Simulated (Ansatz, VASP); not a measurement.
O: VASP beside Ansatz

INCAR

```
SYSTEM = O
PREC = Accurate
ENCUT = 520
EDIFF = 1E-7
ISMEAR = -1
SIGMA = 0.05
LREAL = .False.
LASPH = .True.
NELM = 60
ALGO = Normal
ISIF = 2
LWAVE = .False.
LCHARG = .True.
GGA = PE
LELF = .True.
LVHAR = .True.
NBANDS = 13
```

File KPOINTS:

```
Automatic mesh
0
Gamma
  10 10 8
  0 0 0
```

The input POSCAR:

```
O
1.0
    3.0131395707     -1.7567111732      0.0000000000
    3.0131395707      1.7567111732      0.0000000000
   -2.5303112785      0.0000000000      3.8539174526
O
2
Direct
    0.0254538300      0.0254538300      0.1555740200
    0.9745461700      0.9745461700      0.8444259800
```

Input for Ansatz:

```yaml
crystal:
  lattice:
    - [3.0131395707, -1.7567111732, 0.0]
    - [3.0131395707, 1.7567111732, 0.0]
    - [-2.5303112785, 0.0, 3.8539174526]
  atoms:
    - { symbol: O, position: [0.02545383, 0.02545383, 0.15557402] }
    - { symbol: O, position: [0.97454617, 0.97454617, 0.84442598] }
kpoints:
  mp_grid: { grid: [10, 10, 8] }
scf:
  occupations: { method: fermi_dirac, width: 0.05 }
  lower_state_search: "off"
hamiltonian:
  xc: pbe
  pseudopotentials: { kind: paw }
output:
  forces: true
  stress: true
  eigenvalues: true
```

Change from the starting cell: volume scaled by 1.18, no spin polarisation, PAW files.

Alike in both runs: task single point; functional PBE; k mesh 10 × 10 × 8; occupations fermi-dirac, width 0.05 eV; no spin polarisation.

|  | VASP | Ansatz |
| --- | --- | --- |
| version | VASP 6.6.1 | Ansatz 0.2.0 |
| potentials or method | VASP PAW PBE potentials, release 64 (O) | PAW with Ansatz's default frozen-core files, scalar-relativistic |
| plane-wave cutoff (eV) | 520 | 420 |
| valence electrons in the cell | 12 | 12 |

```tsv
	VASP	Ansatz	Ansatz less VASP
pressure (GPa)	-7.0	-7.8	-0.82
traceless stress, the component that is largest in VASP (GPa)	-9.11	-10.77	-1.660
rms of the force components (eV/Å)	1.894	2.251	+0.3567
```

Atom by atom the forces differ by 0.357 eV/Å (rms over components).

Noted on VASP's run: spin is off for a triplet molecule.
